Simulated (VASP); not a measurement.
Input of a VASP 6.6.1 run:

File INCAR:

```
SYSTEM = BeTe
ALGO = Normal
EDIFF = 1E-6
ENCUT = 600
GGA = PS
GGA_COMPAT = .False.
ISIF = 2
ISMEAR = -1
LASPH = .True.
LCHARG = .False.
LREAL = .False.
LWAVE = .False.
NBANDS = 11
NELM = 120
PREC = Accurate
SIGMA = 0.05
```

The input KPOINTS:

```
k-points
0
Gamma
  10 10 10
  0 0 0
```

Contents of POSCAR:

```
BeTe
1.0
    0.0000000000      2.8027859738      2.8027859738
    2.8027859738      0.0000000000      2.8027859738
    2.8027859738      2.8027859738      0.0000000000
Be Te
1 1
Direct
    0.0000000000      0.0000000000      0.0000000000
    0.7500000000      0.7500000000      0.7500000000
```

Potentials or basis: VASP PAW PBE potentials, release 64 (Be, Te).

Launch:

```sh
$ cat potpaw_PBE.64/Be/POTCAR potpaw_PBE.64/Te/POTCAR > POTCAR
$ mpirun -np 1 vasp_std > vasp.out
```

Question: Estimate the band gap on the k mesh.

Answer: 1.82 eV (least direct gap 3.59 eV).

Question: Estimate the pressure.

Answer: 0.2 GPa.

Caveat: the PAW data sets were made with another functional, which shifts forces and pressure a little; spin-orbit coupling is left out, which moves the levels of the heavy elements. A k mesh can miss the band edges.
